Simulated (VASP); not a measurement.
# Mg (P6_3/mmc) in VASP: notebook

Runs on Mg. Level: PBEsol. Tasks: single point, relaxation of cell and atoms.

Everything below comes from runs of VASP 6.6.1. Logs are shortened: lines on timing, memory, paths and dates and some standing lists are left out, and cuts for length are marked.

### 1 The cell of the first run

The structure is hexagonal, space group P6_3/mmc (No. 194). Conventional cell: a = 2.869 Å, b = 2.869 Å, c = 4.686 Å, α = 90.00°, β = 90.00°, γ = 120.00°. Mg (site symmetry -6m2) has 12 Mg at 2.87 Å within 3.8 Å.

### 2 Single point, PBEsol

Input file INCAR:

```
SYSTEM = Mg
PREC = Accurate
ENCUT = 520
EDIFF = 1E-7
ISMEAR = -1
SIGMA = 0.05
LREAL = .FALSE.
LASPH = .TRUE.
NELM = 60
ALGO = Normal
ISIF = 2
LWAVE = .FALSE.
LCHARG = .TRUE.
GGA = PS
LELF = .TRUE.
LVHAR = .TRUE.
NBANDS = 9
```

Input file KPOINTS:

```
Automatic mesh
0
G
  10 10 5
  0 0 0
```

Input file POSCAR:

```
Mg
1.0
    2.8694225841      0.0000000000      0.0000000000
   -1.4347112921      2.4849928521      0.0000000000
    0.0000000000      0.0000000000      4.6859019330
Mg
2
Direct
    0.6666666667      0.3333333333      0.7500000000
    0.3333333333      0.6666666667      0.2500000000
```

Potentials or basis: VASP PAW PBE potentials, release 64 (Mg).

Launch:

```sh
$ cat potpaw_PBE.64/Mg/POTCAR > POTCAR
$ mpirun -np 1 vasp_std > vasp.out
```

OUTCAR:

```text
SYSTEM = Mg
   PREC = Accurate
   ENCUT = 520
   EDIFF = 1E-7
   ISMEAR = -1
   LREAL = .FALSE.
   LASPH = .TRUE.
   NELM = 60
   ISIF = 2
   GGA = PS

 ion  position               nearest neighbor table
   1  0.667  0.333  0.750-   2 2.87   2 2.87   2 2.87   2 2.87   2 2.87   2 2.87
   2  0.333  0.667  0.250-   1 2.87   1 2.87   1 2.87   1 2.87   1 2.87   1 2.87

  LATTYP: Found a hexagonal cell.
 ALAT       =     2.8694225841
 C/A-ratio  =     1.6330469966

  Lattice vectors:

 A1 = (   2.8694225841,   0.0000000000,   0.0000000000)
 A2 = (  -1.4347112921,   2.4849928521,   0.0000000000)
 A3 = (   0.0000000000,   0.0000000000,   4.6859019330)

Analysis of symmetry for initial positions (statically):
=====================================================================
 Subroutine PRICEL returns:
 Original cell was already a primitive cell.

 Routine SETGRP: Setting up the symmetry group for a
 hexagonal supercell.

 Subroutine GETGRP returns: Found 24 space group operations
 (whereof 12 operations were pure point group operations)
 out of a pool of 24 trial point group operations.

The static configuration has the point symmetry D_3d.
 The point group associated with its full space group is D_6h.

Analysis of symmetry for dynamics (positions and initial velocities):
=====================================================================
 Subroutine PRICEL returns:
 Original cell was already a primitive cell.

 Routine SETGRP: Setting up the symmetry group for a
 hexagonal supercell.

 Subroutine GETGRP returns: Found 24 space group operations
 (whereof 12 operations were pure point group operations)
 out of a pool of 24 trial point group operations.

The dynamic configuration has the point symmetry D_3d.
 The point group associated with its full space group is D_6h.

 Subroutine INISYM returns: Found 24 space group operations
 (whereof 12 operations are pure point group operations),
 and found     1 'primitive' translations

----------------------------------------------------------------------------------------

                                     Primitive cell

  volume of cell :      33.4128

  direct lattice vectors                    reciprocal lattice vectors
     2.869422584  0.000000000  0.000000000     0.348502171  0.201207822  0.000000000
    -1.434711292  2.484992852  0.000000000     0.000000000  0.402415644  0.000000000
     0.000000000  0.000000000  4.685901933     0.000000000  0.000000000  0.213406088

  length of vectors
     2.869422584  2.869422584  4.685901933     0.402415644  0.402415644  0.213406088

  position of ions in fractional coordinates (direct lattice)
     0.666666667  0.333333333  0.750000000
     0.333333333  0.666666667  0.250000000

  ion indices of the primitive-cell ions
   primitive index   ion index
                 1           1
                 2           2

----------------------------------------------------------------------------------------

 KPOINTS: Automatic mesh

Automatic generation of k-mesh.
 Grid dimensions read from file:
 generate k-points for:   10   10    5

 Generating k-lattice:

  Cartesian coordinates                     Fractional coordinates (reciprocal lattice)
     0.034850217  0.020120782  0.000000000     0.100000000 -0.000000000  0.000000000
     0.000000000  0.040241564  0.000000000     0.000000000  0.100000000  0.000000000
     0.000000000  0.000000000  0.042681218     0.000000000  0.000000000  0.200000000

  Length of vectors
     0.040241564  0.040241564  0.042681218

  Shift w.r.t. Gamma in fractional coordinates (k-lattice)
     0.000000000  0.000000000  0.000000000

 Subroutine IBZKPT returns following result:
 ===========================================

 Found     42 irreducible k-points:

 Following reciprocal coordinates:
            Coordinates               Weight
  0.000000  0.000000  0.000000      1.000000
  0.100000  0.000000  0.000000      6.000000
  0.200000  0.000000  0.000000      6.000000
  0.300000  0.000000  0.000000      6.000000
  0.400000  0.000000  0.000000      6.000000
  0.500000  0.000000  0.000000      3.000000
[... 16 lines left out ...]
  0.300000  0.100000  0.200000     24.000000
  0.400000  0.100000  0.200000     24.000000
 [... further k-points ...]
   k-points           NKPTS =     42   k-points in BZ     NKDIM =     42   number of bands    NBANDS=      9
   number of dos      NEDOS =    301   number of ions     NIONS =      2
   total plane-waves  NPLWV =  20736
   dimension x,y,z NGX =    24 NGY =   24 NGZ =   36
   dimension x,y,z NGXF=    48 NGYF=   48 NGZF=   72
   ions per type =               2
   NGX,Y,Z   is equivalent  to a cutoff of  13.90, 13.90, 12.77 a.u.
   NGXF,Y,Z  is equivalent  to a cutoff of  27.81, 27.81, 25.54 a.u.
 SYSTEM =  Mg
   PREC   = accura    normal or accurate (medium, high low for compatibility)
   ISTART =      0    job   : 0-new  1-cont  2-samecut
   ICHARG =      2    charge: 1-file 2-atom 10-const
   ISPIN  =      1    spin polarized calculation?
   LNONCOLLINEAR =      F non collinear calculations
   LSORBIT =      F    spin-orbit coupling
   LASPH  =      T    aspherical Exc in radial PAW
   ENCUT  =  520.0 eV  38.22 Ry    6.18 a.u.   5.34  5.34  8.71*2*pi/ulx,y,z
   NELM   =     60;   NELMIN=  2; NELMDL= -5     # of ELM steps
   EDIFF  = 0.1E-06   stopping-criterion for ELM
   LREAL  =      F    real-space projection
   EDIFFG = 0.1E-05   stopping-criterion for IOM
   NSW    =      0    number of steps for IOM
   IBRION =     -1    ionic relax: 0-MD 1-quasi-New 2-CG
   NFREE  =      0    steps in history (QN), initial steepest desc. (CG)
   ISIF   =      2    stress and relaxation
   ISYM   =      2    0-nonsym 1-usesym 2-fastsym
   POTIM  = 0.5000    time-step for ionic-motion
   TEBEG  =    0.0;   TEEND  =   0.0 temperature during run
   PSTRESS=    0.0 pullay stress
   NELECT =       4.0000    total number of electrons
   NUPDOWN=      -1.0000    fix difference up-down
   EMIN   =  10.00;   EMAX   =-10.00  energy-range for DOS
   EFERMI =   0.00;   METHOD = LEGACY
   ISMEAR =    -1;   SIGMA  =   0.05  broadening in eV -4-tet -1-fermi 0-gaus
   EFERMI_NEDOS =   21; number of points for ismear=-14 and -15
   IALGO  =     38    algorithm
   IMIX   =      4    mixing-type and parameters
     AMIX     =   0.40;   BMIX     =  1.00
     AMIX_MAG =   1.60;   BMIX_MAG =  1.00
  volume/ion in A,a.u.               =      16.71       112.74
  Fermi-wavevector in a.u.,A,eV,Ry     =   0.806846  1.524717  8.857395  0.651000
  Thomas-Fermi vector in A             =   1.915355
   LORBIT       =      0    0 simple, 1 ext, 2 COOP (PROOUT), +10 PAW based schemes
   GGA     = PS    functional components
   LHFCALC =     F    Hartree Fock is set to
   AEXX    =    0.0000 exact exchange contribution
   IVDW    =     0    specifies the selected vdW correction
   LEPSILON=     F    determine dielectric tensor
   LRPA    =     F    only Hartree local field effects (RPA)
 non-spin polarized calculation
  energy-cutoff  :      520.00
  volume of cell :       33.41
 maximum number of plane-waves:       917
 NGX is ok and might be reduce to    24
   NGX = 11   NGY = 11   NGZ = 17

 number of electron       4.0000000 magnetization

 Free energy of the ion-electron system (eV)
  ---------------------------------------------------
  ext. energy  EPLUGINS =         0.00000000
  ---------------------------------------------------
  free energy    TOTEN  =        -2.86775815 eV

  energy without entropy =       -2.86005997  energy(sigma->0) =       -2.86390906

 E-fermi :   4.5612     XC(G=0):  -9.5957

 val. band max:        4.4304820257   @ k =   0.3000   0.3000   0.0000
 cond. band min:       4.5717921419   @ k =   0.4000   0.1000   0.4000
 fundamental gap:      0.1413101161
 Fermi energy:         4.5612256633

 k-point     1 :       0.0000    0.0000    0.0000
  band No.  band energies     occupation
      1      -3.9363      2.00000
      2       2.2185      2.00000
      3       3.1853      2.00000
      4      17.4240      0.00000
      5      17.4240      0.00000
      6      18.2227      0.00000
      7      18.2621      0.00000
      8      18.2621      0.00000
      9      21.1570      0.00000

 k-point     2 :       0.1000    0.0000    0.0000
  band No.  band energies     occupation
      1      -3.6916      2.00000
      2       2.4315      2.00000
      3       3.4150      2.00000
      4      14.3393      0.00000
      5      16.1800      0.00000
      6      16.8501      0.00000
      7      19.3918      0.00000
      8      19.6624      0.00000
      9      19.7093      0.00000

 k-point     3 :       0.2000    0.0000    0.0000
  band No.  band energies     occupation
      1      -2.9628      2.00000
      2       3.0720      2.00000
      3       4.0777      1.99987
      4      10.8422      0.00000
      5      14.7980      0.00000
      6      14.9249      0.00000
      7      16.1446      0.00000
      8      18.8777      0.00000
      9      19.6328      0.00000

 k-point     4 :       0.3000    0.0000    0.0000
  band No.  band energies     occupation
      1      -1.7652      2.00000
      2       4.1446      1.99952
      3       4.9918      0.00036
      4       7.8238      0.00000
      5      12.7632      0.00000
      6      12.8709      0.00000
      7      14.0174      0.00000
      8      17.3021      0.00000
      9      18.4795      0.00000
[... 205 lines left out ...]
 k-point    22 :       0.2000    0.1000    0.2000
  band No.  band energies     occupation
      1      -1.9732      2.00000
      2       1.9120      2.00000
      3       6.8444      0.00000
      4       9.5792      0.00000
      5      11.5845      0.00000
      6      13.4667      0.00000
      7      15.2328      0.00000
      8      17.4428      0.00000
      9      18.1927      0.00000

 k-point    23 :       0.3000    0.1000    0.2000
  band No.  band energies     occupation
      1      -0.5602      2.00000
      2       3.2067      2.00000
      3       6.1667      0.00000
      4       8.4593      0.00000
      5       9.6033      0.00000
      6      11.6390      0.00000
      7      14.3740      0.00000
      8      15.4490      0.00000
      9      18.2829      0.00000

 k-point    24 :       0.4000    0.1000    0.2000
  band No.  band energies     occupation
      1       1.2672      2.00000
      2       3.4223      2.00000
      3       5.2157      0.00000
      4       7.2507      0.00000
      5       9.4546      0.00000
      6      11.0233      0.00000
      7      13.3559      0.00000
      8      14.3206      0.00000
      9      18.0158      0.00000

 [... further k-points ...]

------------------------ aborting loop because EDIFF is reached ----------------------------------------

  FORCE on cell =-STRESS in cart. coord.  units (eV):
  Direction    XX          YY          ZZ          XY          YZ          ZX
  --------------------------------------------------------------------------------------
  -------------------------------------------------------------------------------------
  Total        4.2292645      4.2292645      4.2230466     -0.0000000      0.0000000      0.0000000
  in kB      202.7974904    202.7974904    202.4993349     -0.0000000      0.0000000      0.0000000
  external PRESSURE =     202.6981052 kB  Pullay stress =       0.0000000 kB

 VOLUME and BASIS-vectors are now :
 -----------------------------------------------------------------------------
  energy-cutoff  :      520.00
  volume of cell :       33.41
      direct lattice vectors                 reciprocal lattice vectors
     2.869422584  0.000000000  0.000000000     0.348502171  0.201207822  0.000000000
    -1.434711292  2.484992852  0.000000000     0.000000000  0.402415644  0.000000000
     0.000000000  0.000000000  4.685901933     0.000000000  0.000000000  0.213406088

 POSITION                                       TOTAL-FORCE (eV/Angst)
 -----------------------------------------------------------------------------------
      1.43471      0.82833      3.51443        -0.000000      0.000000      0.000000
     -0.00000      1.65666      1.17148         0.000000     -0.000000      0.000000
 -----------------------------------------------------------------------------------
    total drift:                                0.000000     -0.000000      0.000000

  FREE ENERGIE OF THE ION-ELECTRON SYSTEM (eV)
  ---------------------------------------------------
  free  energy   TOTEN  =        -2.8677581490 eV

  energy  without entropy=       -2.8600599697  energy(sigma->0) =       -2.86390906
```

Wall time 4.7 s (1 thread of Intel Xeon 6975P-C (Granite Rapids), shared host); peak memory 0.15 GiB.

What came out:

```yaml
Free_energy: -2.8678 eV
Pressure: 20.3 GPa
Band_gap_on_the_k_mesh: zero (band 2 reaches 5.01 eV, above the bottom of band 3 at 3.19 eV)
```

Caveat: the PAW data sets were made with another functional, which shifts forces and pressure a little.

### 3 Single point, PBEsol

This run uses another cell than the first one, of 18.72 Å³/atom, 1.120 times its volume.

Input file INCAR:

```
  ALGO = Normal
  EDIFF = 1E-7
  ENCUT = 520
  GGA = PS
  ISIF = 2
  ISMEAR = -1
  LASPH = True
  LCHARG = False
  LREAL = False
  LWAVE = False
  NBANDS = 9
  NELM = 60
  PREC = Accurate
  SIGMA = 0.05
```

Input file KPOINTS:

```
k-points
0
Gamma
  10 10 5
```

Input file POSCAR:

```
Mg
1.0
    2.9693003747      0.0000000000      0.0000000000
   -1.4846501873      2.5714895559      0.0000000000
    0.0000000000      0.0000000000      4.9022670211
Mg
2
Direct
    0.6666666667      0.3333333333      0.7500000000
    0.3333333333      0.6666666667      0.2500000000
```

Potentials or basis: VASP PAW PBE potentials, release 64 (Mg).

Launch:

```sh
$ cat potpaw_PBE.64/Mg/POTCAR > POTCAR
$ mpirun -np 1 vasp_std > vasp.out
```

It took 4.3 s on 1 thread of Intel Xeon 6975P-C (Granite Rapids), shared host; peak memory 0.15 GiB.

The run converged. Its results:

```yaml
Free_energy: -3.2382 eV
Pressure: 10.1 GPa
Band_gap_on_the_k_mesh: zero (band 2 reaches 4.27 eV, above the bottom of band 3 at 2.35 eV)
```

Levels at points of the mesh, in eV from the Fermi level:
```csv
k point,band 1,band 2,band 3,band 4,band 5,band 6
"(0.00, 0.00, 0.00)",-7.92,-2.20,-1.46,12.28,12.28,12.85
"(0.50, 0.00, 0.00)",-2.53,-2.31,2.89,2.97,3.72,4.08
```

Caveat: the PAW data sets were made with another functional, which shifts forces and pressure a little.

### 4 Single point, PBEsol

This run uses another cell than the first one, of 20.25 Å³/atom, 1.212 times its volume.

Input file INCAR:

```
PREC     = Accurate       # precision mode
ENCUT    = 520            # plane-wave cutoff, eV
EDIFF    = 1E-6           # SCF threshold, eV
ISMEAR   = -1             # smearing method
SIGMA    = 0.05           # smearing width, eV
LREAL    = False          # projectors in reciprocal space
LASPH    = True           # aspherical terms in the spheres
NELM     = 60             # most SCF steps
ALGO     = Normal         # electronic algorithm
ISIF     = 2              # what is computed and relaxed
LWAVE    = False          # write WAVECAR
LCHARG   = False          # write CHGCAR
GGA      = PS             # functional
NBANDS   = 9              # bands
```

Input file KPOINTS:

```
Automatic mesh
0
Gamma
  10 10 5
```

Input file POSCAR:

```
Mg
1.0
    3.0395448101      0.0000000000      0.0000000000
   -1.5197724050      2.6323230215      0.0000000000
    0.0000000000      0.0000000000      5.0607137027
Mg
2
Direct
    0.6666666667      0.3333333333      0.7500000000
    0.3333333333      0.6666666667      0.2500000000
```

Potentials or basis: VASP PAW PBE potentials, release 64 (Mg).

Launch:

```sh
$ cat potpaw_PBE.64/Mg/POTCAR > POTCAR
$ mpirun -np 1 vasp_std > vasp.out
```

OUTCAR:

```text
PREC = Accurate
   ENCUT = 520
   EDIFF = 1E-6
   ISMEAR = -1
   LREAL = False
   LASPH = True
   NELM = 60
   ISIF = 2
   GGA = PS

 ion  position               nearest neighbor table
   1  0.667  0.333  0.750-   2 3.08   2 3.08   2 3.08   2 3.08   2 3.08   2 3.08
   2  0.333  0.667  0.250-   1 3.08   1 3.08   1 3.08   1 3.08   1 3.08   1 3.08

  LATTYP: Found a hexagonal cell.
 ALAT       =     3.0395448101
 C/A-ratio  =     1.6649577548

  Lattice vectors:

[... 475 lines left out ...]
 [... further k-points ...]

------------------------ aborting loop because EDIFF is reached ----------------------------------------

  FORCE on cell =-STRESS in cart. coord.  units (eV):
  Direction    XX          YY          ZZ          XY          YZ          ZX
  --------------------------------------------------------------------------------------
  -------------------------------------------------------------------------------------
  Total        1.2726625      1.2726625      1.2682461      0.0000000      0.0000000      0.0000000
  in kB       50.3575179     50.3575179     50.1827682      0.0000000      0.0000000      0.0000000
  external PRESSURE =      50.2992680 kB  Pullay stress =       0.0000000 kB

 VOLUME and BASIS-vectors are now :
 -----------------------------------------------------------------------------
  energy-cutoff  :      520.00
  volume of cell :       40.49
      direct lattice vectors                 reciprocal lattice vectors
     3.039544810  0.000000000  0.000000000     0.328996630  0.189946293  0.000000000
    -1.519772405  2.632323021  0.000000000     0.000000000  0.379892586  0.000000000
     0.000000000  0.000000000  5.060713703     0.000000000  0.000000000  0.197600587

 POSITION                                       TOTAL-FORCE (eV/Angst)
 -----------------------------------------------------------------------------------
      1.51977      0.87744      3.79554         0.000000      0.000000      0.000000
     -0.00000      1.75488      1.26518        -0.000000      0.000000      0.000000
 -----------------------------------------------------------------------------------
    total drift:                               -0.000000      0.000000     -0.000000

  FREE ENERGIE OF THE ION-ELECTRON SYSTEM (eV)
  ---------------------------------------------------
  free  energy   TOTEN  =        -3.3800983814 eV

  energy  without entropy=       -3.3725497607  energy(sigma->0) =       -3.37632407
```

stdout:

```text
POSCAR found type information on POSCAR Mg
 POSCAR found :  1 types and       2 ions
 scaLAPACK will be used
 -----------------------------------------------------------------------------
|                                                                             |
|                                                                             |
|     You enforced a specific xc type in the INCAR file but a different       |
|     I HOPE YOU KNOW WHAT YOU ARE DOING!                                     |
|                                                                             |
 -----------------------------------------------------------------------------

 LDA part: xc-table for (Slater+PW92), standard interpolation
 POSCAR, INCAR and KPOINTS ok, starting setup
 FFT: planning ... GRIDC
 FFT: planning ... GRID_SOFT
 FFT: planning ... GRID
 WAVECAR not read
 entering main loop
```

Wall time 4.1 s (1 thread of Intel Xeon 6975P-C (Granite Rapids), shared host); peak memory 0.15 GiB.

Results:

| Item | Value |
| --- | --- |
| Free energy | -3.3801 eV |
| Pressure | 5.0 GPa |
| Band gap on the k mesh | zero (band 2 reaches 3.80 eV, above the bottom of band 3 at 1.81 eV) |

Caveat: the PAW data sets were made with another functional, which shifts forces and pressure a little.

(Part 1 of 2 ends here.)
